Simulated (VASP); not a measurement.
Set up this calculation in VASP 6.6.1, as the native input.

- Task: single point
- Functional: PBE
- Potentials or basis: VASP PAW PBE potentials, release 64 (Ir, O)
- Cutoff: 520 eV
- k mesh: 12 × 12 × 12
- Occupations: fermi-dirac, width 0.0612256 eV
- Spin: no spin polarisation
- Dipole correction: no
- Further INCAR settings: ALGO = Normal; EDIFF = 1e-07; NBANDS = 47

The structure of Ir2O3 lies in POSCAR:

```
Ir2O3
1.0
    4.7420749558      0.0000000000      0.0000000000
    0.0000000000      4.7420749558      0.0000000000
    0.0000000000      0.0000000000      4.7420749558
Ir O
4 6
Direct
    0.2500000000      0.2500000000      0.2500000000
    0.7500000000      0.7500000000      0.2500000000
    0.7500000000      0.2500000000      0.7500000000
    0.2500000000      0.7500000000      0.7500000000
    0.5000000000      0.0000000000      0.0000000000
    0.0000000000      0.5000000000      0.0000000000
    0.0000000000      0.0000000000      0.5000000000
    0.5000000000      0.5000000000      0.0000000000
    0.5000000000      0.0000000000      0.5000000000
    0.0000000000      0.5000000000      0.5000000000
```

One way to write it, as run:

INCAR

```
SYSTEM = Ir2O3
ALGO = Normal ; EDIFF = 1E-7
ENCUT = 520 ; GGA = PE
ISIF = 2 ; ISMEAR = -1
LASPH = .TRUE. ; LCHARG = .TRUE.
LELF = .TRUE. ; LREAL = .FALSE.
LVHAR = .TRUE. ; LWAVE = .FALSE.
NBANDS = 47 ; NELM = 60
PREC = Accurate ; SIGMA = 0.06122561905347299
```

KPOINTS

```
k-points
0
G
  12 12 12
  0 0 0
```

Potentials or basis: VASP PAW PBE potentials, release 64 (Ir, O).

The run is started by

```bash
$ cat potpaw_PBE.64/Ir/POTCAR potpaw_PBE.64/O/POTCAR > POTCAR
$ mpirun -np 1 vasp_std > vasp.out
```

Results of the run:

The pressure is 13.3 GPa and the band gap on the k mesh is 0.35 eV.

Caveat: the cell stands under pressure; spin-orbit coupling is left out, which moves the levels of the heavy elements.

Run time: 3.2 min on 1 thread of Intel(R) Xeon(R) 6975P-C (Granite Rapids), with other jobs on the host, peak memory 0.42 GiB.
